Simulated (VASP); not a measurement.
Runs of VASP 6.6.1 on CdS (Hawleyite). The structure is that of space group F-43m (No. 216), or close to it. The cells are those of the table. 

```csv
task,cell,cutoff (eV),gap on the mesh (eV),pressure (GPa)
single point,"a = 3.866 Å, angles 60.0, 60.0, 90.0°, 2 atoms",520,1.29,(a)
single point,"a = 4.001 Å, angles 60.0, 60.0, 90.0°, 2 atoms",520,1.09,(b)
single point,"a = 3.957 Å, angles 60.0, 60.0, 90.0°, 2 atoms",520,(c),7.8
relaxation of cell and atoms,"relaxed to 15 GPa from a = 4.070 Å, angles 60.0, 60.0, 90.0°, 2 atoms",600,1.27,15.0
relaxation of cell and atoms,"relaxed to 2 GPa from a = 4.070 Å, angles 60.0, 60.0, 90.0°, 2 atoms",600,1.02,2.0
relaxation of cell and atoms,"relaxed to -2 GPa from a = 4.070 Å, angles 60.0, 60.0, 90.0°, 2 atoms",600,0.89,-2.0
```

Alike in all rows: level LDA; potentials or basis VASP PAW LDA potentials, release 64 (Cd, S); no spin polarisation; k mesh 8 × 8 × 8; smearing gaussian 0.01 eV.

Problem. Fill in the values left out.

Solution. (a) 16.0; (b) 4.7; (c) 1.15.

Caveats: the cell is relaxed towards a set pressure, so the enthalpy falls and the energy may rise (some runs).

A k mesh can miss the band edges, and the runs leave out spin-orbit coupling on Cd.
